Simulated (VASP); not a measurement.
Hf4H3, 7 atoms in the cell. The typed cell holds 7 atoms: a = 3.265 Å, b = 3.211 Å, c = 10.811 Å, α = 87.80°, β = 90.00°, γ = 120.56°. 

| Property | Result |
| --- | --- |
| Program | VASP 6.6.1 |
| Task | single point |
| Functional | PBE |
| Potentials or basis | VASP PAW PBE potentials, release 64 (Hf_pv, H) |
| Cutoff | 520 eV |
| k mesh | 6 × 6 × 2 |
| Occupations | gaussian, width 0.2 eV |
| Spin | no spin polarisation |
| Dipole correction | no |
| Further INCAR settings | ALGO = Normal; EDIFF = 1e-07; NBANDS = 30 |

Potentials or basis: VASP PAW PBE potentials, release 64 (Hf_pv, H).

Launch:

```console
$ cat potpaw_PBE.64/Hf_pv/POTCAR potpaw_PBE.64/H/POTCAR > POTCAR
$ mpirun -np 1 vasp_std > vasp.out
```

Hardware: 1 thread of Oxide Virtual Turin-like Processor, on a shared host.

Task: Estimate the wall time of this run.

Result: Run time: 4.1 min on 1 thread of Oxide Virtual Turin-like Processor (shared host), peak memory 0.22 GiB. Counts: scf iterations 19, k points 40.
